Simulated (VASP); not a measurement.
# AlClF2 (P6/mmm) in VASP: a series of runs

The runs below take AlClF2 through single point, with PBE.

Everything below comes from runs of VASP 6.6.1. Logs are shortened: lines on timing, memory, paths and dates and some standing lists are left out, and cuts for length are marked.

### 1 The cell of the first run

Symmetry: P6/mmm, No. 191, hexagonal system. Conventional cell: a = 3.732 Å, b = 3.732 Å, c = 6.883 Å, α = 90.00°, β = 90.00°, γ = 120.00°. Within 2.1 Å of Al (site symmetry 6/mmm) lie 2 F at 1.60 Å. Within 2.4 Å of Cl (site symmetry 6/mmm) lie 2 F at 1.84 Å. Within 2.1 Å of F (site symmetry 6mm) lie 1 Al at 1.60 Å and 1 Cl at 1.84 Å.

The cell was generated, and may not be a known phase.

### 2 Single point, PBE

The input, INCAR:

```
SYSTEM = AlClF2
ALGO = Normal
EDIFF = 1E-6
ENCUT = 520
GGA = PE
ISIF = 2
ISMEAR = 0
LASPH = .True.
LCHARG = .True.
LELF = .True.
LREAL = .False.
LVHAR = .True.
LWAVE = .False.
NBANDS = 20
NELM = 80
PREC = Accurate
SIGMA = 0.1
```

The input, KPOINTS:

```
k-points
0
Gamma
  6 6 4
  0 0 0
```

The input, POSCAR:

```
AlClF2
1.0
    3.7318457000      0.0000000000      0.0000000000
   -1.8659228500      3.2318731800      0.0000000000
    0.0000000000      0.0000000000      6.8826750700
Al Cl F
1 1 2
Direct
    0.0000000000      0.0000000000      0.5000000000
    0.0000000000      0.0000000000      0.0000000000
    0.0000000000      0.0000000000      0.2679723400
    0.0000000000      0.0000000000      0.7320276600
```

Potentials or basis: VASP PAW PBE potentials, release 64 (Al, Cl, F).

The run is started by

```console
$ cat potpaw_PBE.64/Al/POTCAR potpaw_PBE.64/Cl/POTCAR potpaw_PBE.64/F/POTCAR > POTCAR
$ mpirun -np 1 vasp_std > vasp.out
```

OUTCAR:

```text
SYSTEM = AlClF2
   EDIFF = 1E-6
   ENCUT = 520
   GGA = PE
   ISIF = 2
   ISMEAR = 0
   LASPH = .True.
   LREAL = .False.
   NELM = 80
   PREC = Accurate

 ion  position               nearest neighbor table
   1  0.000  0.000  0.500-   3 1.60   4 1.60
   2  0.000  0.000  0.000-   3 1.84   4 1.84
   3  0.000  0.000  0.268-   1 1.60   2 1.84
   4  0.000  0.000  0.732-   1 1.60   2 1.84

  LATTYP: Found a hexagonal cell.
 ALAT       =     3.7318457000
 C/A-ratio  =     1.8443085870

  Lattice vectors:

 A1 = (   3.7318457000,   0.0000000000,   0.0000000000)
 A2 = (  -1.8659228500,   3.2318731800,   0.0000000000)
 A3 = (   0.0000000000,   0.0000000000,   6.8826750700)

Analysis of symmetry for initial positions (statically):
=====================================================================
 Subroutine PRICEL returns:
 Original cell was already a primitive cell.

 Routine SETGRP: Setting up the symmetry group for a
 hexagonal supercell.

 Subroutine GETGRP returns: Found 24 space group operations
 (whereof 24 operations were pure point group operations)
 out of a pool of 24 trial point group operations.

The static configuration has the point symmetry D_6h.

Analysis of symmetry for dynamics (positions and initial velocities):
=====================================================================
 Subroutine PRICEL returns:
 Original cell was already a primitive cell.

 Routine SETGRP: Setting up the symmetry group for a
 hexagonal supercell.

 Subroutine GETGRP returns: Found 24 space group operations
 (whereof 24 operations were pure point group operations)
 out of a pool of 24 trial point group operations.

The dynamic configuration has the point symmetry D_6h.

 Subroutine INISYM returns: Found 24 space group operations
 (whereof 24 operations are pure point group operations),
 and found     1 'primitive' translations

----------------------------------------------------------------------------------------

                                     Primitive cell

  volume of cell :      83.0109

  direct lattice vectors                    reciprocal lattice vectors
     3.731845700  0.000000000  0.000000000     0.267963919  0.154709041  0.000000000
    -1.865922850  3.231873180  0.000000000     0.000000000  0.309418082  0.000000000
     0.000000000  0.000000000  6.882675070     0.000000000  0.000000000  0.145292345

  length of vectors
     3.731845700  3.731845701  6.882675070     0.309418082  0.309418082  0.145292345

  position of ions in fractional coordinates (direct lattice)
     0.000000000  0.000000000  0.500000000
     0.000000000  0.000000000  0.000000000
     0.000000000  0.000000000  0.267972340
     0.000000000  0.000000000  0.732027660

  ion indices of the primitive-cell ions
   primitive index   ion index
                 1           1
                 2           2
                 3           3
                 4           4

----------------------------------------------------------------------------------------

 KPOINTS: k-points

Automatic generation of k-mesh.
 Grid dimensions read from file:
 generate k-points for:    6    6    4

 Generating k-lattice:

  Cartesian coordinates                     Fractional coordinates (reciprocal lattice)
     0.044660653  0.025784840  0.000000000     0.166666667 -0.000000000  0.000000000
     0.000000000  0.051569680  0.000000000     0.000000000  0.166666667  0.000000000
     0.000000000  0.000000000  0.036323086     0.000000000  0.000000000  0.250000000

  Length of vectors
     0.051569680  0.051569680  0.036323086

  Shift w.r.t. Gamma in fractional coordinates (k-lattice)
     0.000000000  0.000000000  0.000000000

 Subroutine IBZKPT returns following result:
 ===========================================

 Found     21 irreducible k-points:

 Following reciprocal coordinates:
            Coordinates               Weight
  0.000000  0.000000  0.000000      1.000000
  0.166667 -0.000000  0.000000      6.000000
  0.333333 -0.000000  0.000000      6.000000
  0.500000 -0.000000  0.000000      3.000000
  0.166667  0.166667  0.000000      6.000000
  0.333333  0.166667  0.000000     12.000000
[... 13 lines left out ...]
  0.333333  0.166667  0.500000     12.000000
  0.333333  0.333333  0.500000      2.000000
   k-points           NKPTS =     21   k-points in BZ     NKDIM =     21   number of bands    NBANDS=     20
   number of dos      NEDOS =    301   number of ions     NIONS =      4
   total plane-waves  NPLWV =  42336
   dimension x,y,z NGX =    28 NGY =   28 NGZ =   54
   dimension x,y,z NGXF=    56 NGYF=   56 NGZF=  108
   ions per type =               1   1   2
   NGX,Y,Z   is equivalent  to a cutoff of  12.47, 12.47, 13.04 a.u.
   NGXF,Y,Z  is equivalent  to a cutoff of  24.95, 24.95, 26.09 a.u.
 SYSTEM =  AlClF2
   PREC   = accura    normal or accurate (medium, high low for compatibility)
   ISTART =      0    job   : 0-new  1-cont  2-samecut
   ICHARG =      2    charge: 1-file 2-atom 10-const
   ISPIN  =      1    spin polarized calculation?
   LNONCOLLINEAR =      F non collinear calculations
   LSORBIT =      F    spin-orbit coupling
   LASPH  =      T    aspherical Exc in radial PAW
   ENCUT  =  520.0 eV  38.22 Ry    6.18 a.u.   6.94  6.94 12.80*2*pi/ulx,y,z
   NELM   =     80;   NELMIN=  2; NELMDL= -5     # of ELM steps
   EDIFF  = 0.1E-05   stopping-criterion for ELM
   LREAL  =      F    real-space projection
   EDIFFG = 0.1E-04   stopping-criterion for IOM
   NSW    =      0    number of steps for IOM
   IBRION =     -1    ionic relax: 0-MD 1-quasi-New 2-CG
   NFREE  =      0    steps in history (QN), initial steepest desc. (CG)
   ISIF   =      2    stress and relaxation
   ISYM   =      2    0-nonsym 1-usesym 2-fastsym
   POTIM  = 0.5000    time-step for ionic-motion
   TEBEG  =    0.0;   TEEND  =   0.0 temperature during run
   PSTRESS=    0.0 pullay stress
   NELECT =      24.0000    total number of electrons
   NUPDOWN=      -1.0000    fix difference up-down
   EMIN   =  10.00;   EMAX   =-10.00  energy-range for DOS
   EFERMI =   0.00;   METHOD = LEGACY
   ISMEAR =     0;   SIGMA  =   0.10  broadening in eV -4-tet -1-fermi 0-gaus
   EFERMI_NEDOS =   21; number of points for ismear=-14 and -15
   IALGO  =     38    algorithm
   IMIX   =      4    mixing-type and parameters
     AMIX     =   0.40;   BMIX     =  1.00
     AMIX_MAG =   1.60;   BMIX_MAG =  1.00
  volume/ion in A,a.u.               =      20.75       140.05
  Fermi-wavevector in a.u.,A,eV,Ry     =   1.082514  2.045655 15.943802  1.171836
  Thomas-Fermi vector in A             =   2.218557
   LORBIT       =      0    0 simple, 1 ext, 2 COOP (PROOUT), +10 PAW based schemes
   GGA     = PE    functional components
   LHFCALC =     F    Hartree Fock is set to
   AEXX    =    0.0000 exact exchange contribution
   IVDW    =     0    specifies the selected vdW correction
   LEPSILON=     F    determine dielectric tensor
   LRPA    =     F    only Hartree local field effects (RPA)
 non-spin polarized calculation
 Gauss-broadening in eV      SIGMA  =   0.10
  energy-cutoff  :      520.00
  volume of cell :       83.01
 maximum number of plane-waves:      2247
 NGX is ok and might be reduce to    28
   NGX = 13   NGY = 13   NGZ = 25

 number of electron      24.0000011 magnetization

 Free energy of the ion-electron system (eV)
  ---------------------------------------------------
  ext. energy  EPLUGINS =         0.00000000
  ---------------------------------------------------
  free energy    TOTEN  =       -11.66709712 eV

  energy without entropy =      -11.66164536  energy(sigma->0) =      -11.66437124

 E-fermi :   2.1689     XC(G=0):  -7.8198

 val. band max:        2.1561833676   @ k =   0.0000   0.0000   0.0000
 cond. band min:       2.1743709225   @ k =   0.5000  -0.0000   0.5000
 fundamental gap:      0.0181875549
 Fermi energy:         2.1688956674

 k-point     1 :       0.0000    0.0000    0.0000
  band No.  band energies     occupation
      1     -25.1846      2.00000
      2     -24.9191      2.00000
      3     -14.7299      2.00000
      4      -9.1965      2.00000
      5      -6.7026      2.00000
      6      -5.6588      2.00000
[... 12 lines left out ...]
     19      10.6335      0.00000
     20      13.0423      0.00000

 k-point     2 :       0.1667   -0.0000    0.0000
  band No.  band energies     occupation
      1     -25.1766      2.00000
      2     -24.9130      2.00000
      3     -14.6848      2.00000
      4      -9.1841      2.00000
      5      -6.6577      2.00000
      6      -5.7949      2.00000
[... 12 lines left out ...]
     19      12.0490      0.00000
     20      12.1076      0.00000

 k-point     3 :       0.3333   -0.0000    0.0000
  band No.  band energies     occupation
      1     -25.1611      2.00000
      2     -24.9006      2.00000
      3     -14.5920      2.00000
      4      -9.1591      2.00000
      5      -6.5406      2.00000
      6      -6.0774      2.00000
[... 12 lines left out ...]
     19      11.3250      0.00000
     20      11.7106      0.00000

 k-point     4 :       0.5000   -0.0000    0.0000
  band No.  band energies     occupation
      1     -25.1532      2.00000
      2     -24.8943      2.00000
      3     -14.5442      2.00000
      4      -9.1465      2.00000
      5      -6.4144      2.00000
      6      -6.2797      2.00000
[... 12 lines left out ...]
     19      10.3369      0.00000
     20      11.8849      0.00000

 k-point     5 :       0.1667    0.1667    0.0000
  band No.  band energies     occupation
      1     -25.1650      2.00000
      2     -24.9038      2.00000
      3     -14.6156      2.00000
      4      -9.1654      2.00000
      5      -6.5765      2.00000
      6      -5.9713      2.00000
[... 12 lines left out ...]
     19      11.8083      0.00000
     20      12.5339      0.00000

 k-point     6 :       0.3333    0.1667    0.0000
  band No.  band energies     occupation
      1     -25.1533      2.00000
      2     -24.8944      2.00000
      3     -14.5445      2.00000
      4      -9.1466      2.00000
      5      -6.4429      2.00000
      6      -6.1716      2.00000
[... 12 lines left out ...]
     19      11.1247      0.00000
     20      11.7317      0.00000

 k-point     7 :       0.3333    0.3333    0.0000
  band No.  band energies     occupation
      1     -25.1494      2.00000
      2     -24.8912      2.00000
      3     -14.5206      2.00000
      4      -9.1403      2.00000
      5      -6.3803      2.00000
      6      -6.0777      2.00000
[... 12 lines left out ...]
     19      10.8748      0.00000
     20      12.9910      0.00000
[... 208 lines left out ...]
 k-point    17 :       0.3333   -0.0000    0.5000
  band No.  band energies     occupation
      1     -25.0613      2.00000
      2     -25.0067      2.00000
      3     -14.4895      2.00000
      4      -9.6698      2.00000
      5      -5.9930      2.00000
      6      -5.8747      2.00000
[... 12 lines left out ...]
     19      10.1816      0.00000
     20      12.1103      0.00000

 k-point    18 :       0.5000   -0.0000    0.5000
  band No.  band energies     occupation
      1     -25.0540      2.00000
      2     -25.0000      2.00000
      3     -14.4423      2.00000
      4      -9.6411      2.00000
      5      -6.0862      2.00000
      6      -5.9898      2.00000
[... 12 lines left out ...]
     19      10.2893      0.00000
     20      12.1756      0.00000

 k-point    19 :       0.1667    0.1667    0.5000
  band No.  band energies     occupation
      1     -25.0649      2.00000
      2     -25.0104      2.00000
      3     -14.5128      2.00000
      4      -9.6842      2.00000
      5      -5.9354      2.00000
      6      -5.7885      2.00000
[... 12 lines left out ...]
     19      10.7541      0.00000
     20      11.2062      0.00000

 k-point    20 :       0.3333    0.1667    0.5000
  band No.  band energies     occupation
      1     -25.0543      2.00000
      2     -24.9999      2.00000
      3     -14.4426      2.00000
      4      -9.6414      2.00000
      5      -6.0273      2.00000
      6      -5.9225      2.00000
[... 12 lines left out ...]
     19      10.7118      0.00000
     20      12.5397      0.00000

 k-point    21 :       0.3333    0.3333    0.5000
  band No.  band energies     occupation
      1     -25.0507      2.00000
      2     -24.9960      2.00000
      3     -14.4189      2.00000
      4      -9.6273      2.00000
      5      -5.9296      2.00000
      6      -5.9296      2.00000
[... 12 lines left out ...]
     19      10.8839      0.00000
     20      13.0591      0.00000

------------------------ aborting loop because EDIFF is reached ----------------------------------------

  FORCE on cell =-STRESS in cart. coord.  units (eV):
  Direction    XX          YY          ZZ          XY          YZ          ZX
  --------------------------------------------------------------------------------------
  -------------------------------------------------------------------------------------
  Total       -1.0409016     -1.0409016     26.8752764      0.0000000      0.0000000      0.0000000
  in kB      -20.0902348    -20.0902348    518.7143530      0.0000000      0.0000000      0.0000000
  external PRESSURE =     159.5112945 kB  Pullay stress =       0.0000000 kB

 VOLUME and BASIS-vectors are now :
 -----------------------------------------------------------------------------
  energy-cutoff  :      520.00
  volume of cell :       83.01
      direct lattice vectors                 reciprocal lattice vectors
     3.731845700  0.000000000  0.000000000     0.267963919  0.154709041  0.000000000
    -1.865922850  3.231873180  0.000000000     0.000000000  0.309418082  0.000000000
     0.000000000  0.000000000  6.882675070     0.000000000  0.000000000  0.145292345

 POSITION                                       TOTAL-FORCE (eV/Angst)
 -----------------------------------------------------------------------------------
      0.00000      0.00000      3.44134         0.000000      0.000000     -0.000000
      0.00000      0.00000      0.00000         0.000000      0.000000     -0.000000
      0.00000      0.00000      1.84437         0.000000      0.000000     -1.473982
      0.00000      0.00000      5.03831        -0.000000     -0.000000      1.473982
 -----------------------------------------------------------------------------------
    total drift:                               -0.000000     -0.000000      0.000000

  FREE ENERGIE OF THE ION-ELECTRON SYSTEM (eV)
  ---------------------------------------------------
  free  energy   TOTEN  =       -11.6670971225 eV

  energy  without entropy=      -11.6616453636  energy(sigma->0) =      -11.66437124
```

Run time: 47 s. Hardware: 1 thread of Intel Xeon 8259CL, shared host; peak memory 0.2 GiB.

What came out:

| Quantity | Value |
| --- | --- |
| Free energy | -11.6671 eV |
| Pressure | 16.0 GPa |
| Largest force | 1.474 eV/Å |
| Band gap on the k mesh | zero (bands 12 and 13 overlap by 0.43 eV) |

Forces on the atoms (eV/Å):
```
Al   0.000  0.000  0.000
Cl   0.000  0.000  0.000
F    0.000  0.000 -1.474
F    0.000  0.000  1.474
```

Levels at points of the mesh, in eV from the Fermi level:
```tsv
k point	band 8	band 9	band 10	band 11	band 12	band 13	band 14	band 15	band 16	band 17
(0.00, 0.00, 0.00)	-7.57	-7.57	-2.91	-2.65	-2.65	-0.01	4.67	4.70	6.80	6.80
(0.50, 0.00, 0.00)	-7.92	-7.64	-4.01	-2.94	0.06	0.28	0.38	4.90	6.14	7.09
(0.00, 0.00, 0.50)	-7.63	-7.63	-3.73	-2.62	-2.62	0.71	3.45	6.69	6.69	7.44
(0.50, 0.00, 0.50)	-7.87	-7.73	-3.91	-2.91	-1.17	0.01	1.65	4.82	6.25	6.95
```

Caveat: the stress differs along the axes, from -2 to 52 GPa; semilocal functionals underestimate gaps, and a narrow one can read as zero; forces of over 1 eV/Å act on the atoms, so gaps and moduli don't describe the material at rest.

### 3 Single point, PBE

This run uses another cell than the first one, of 21.57 Å³/atom.

The input, INCAR:

```
  PREC = Accurate
  ENCUT = 520
  EDIFF = 1E-6
  ISMEAR = 0
  SIGMA = 0.1
  LREAL = False
  LASPH = True
  NELM = 100
  ALGO = Normal
  ISIF = 2
  LWAVE = False
  LCHARG = False
  GGA = PE
  NBANDS = 20
```

The input, KPOINTS:

```
regular mesh
0
Gamma
  6 6 4
```

The input, POSCAR:

```
AlClF2
1.0
    3.0631015199      0.0000000000      0.0000000000
   -1.5315507600      2.6527237306      0.0000000000
    0.0000000000      0.0000000000     10.6192512590
Al Cl F
1 1 2
Direct
    0.0000000000      0.0000000000      0.5000000000
    0.0000000000      0.0000000000      0.0000000000
    0.0000000000      0.0000000000      0.3448264200
    0.0000000000      0.0000000000      0.6551735800
```

Potentials or basis: VASP PAW PBE potentials, release 64 (Al, Cl, F).

The run is started by

```console
$ cat potpaw_PBE.64/Al/POTCAR potpaw_PBE.64/Cl/POTCAR potpaw_PBE.64/F/POTCAR > POTCAR
$ mpirun -np 1 vasp_std > vasp.out
```

It took 51 s on 1 thread of Intel Xeon 8259CL, shared host; peak memory 0.21 GiB.

The run converged. Its results:

```
Free energy            : -14.5787 eV
Pressure               : 0.2 GPa
Largest force          : 0.177 eV/Å
Band gap on the k mesh : zero (bands 12 and 13 overlap by 1.00 eV)
```

Forces in eV/Å, atoms in the order of the input:
```
Al   0.000  0.000  0.000
Cl   0.000  0.000  0.000
F    0.000  0.000 -0.177
F    0.000  0.000  0.177
```

Stress tensor (GPa, compression positive):
```
-0.23  0.00  0.00
 0.00 -0.23  0.00
 0.00  0.00  1.08
```

Levels at points of the mesh, in eV from the Fermi level:
```csv
k point,band 8,band 9,band 10,band 11,band 12,band 13,band 14,band 15,band 16,band 17
"(0.00, 0.00, 0.00)",-2.77,-2.77,-1.76,-1.63,0.99,0.99,6.64,8.04,10.85,11.65
"(0.50, 0.00, 0.00)",-3.36,-3.12,-3.03,-0.42,0.01,1.15,2.41,9.12,9.90,10.43
"(0.00, 0.00, 0.50)",-2.77,-2.77,-1.92,-1.48,0.99,0.99,6.40,9.05,9.46,11.87
"(0.50, 0.00, 0.50)",-3.36,-3.12,-3.03,-0.43,0.01,1.15,2.42,9.12,9.90,10.40
```

Caveat: the k points lie up to 0.39 Å⁻¹ apart, too coarse for converged energies and pressures of a metal; this functional lacks dispersion, which binds layers or chains, so the pressure and a relaxed spacing across them are unreliable.

The gap in the log of VASP goes by the Fermi energy; the results here count the filled bands.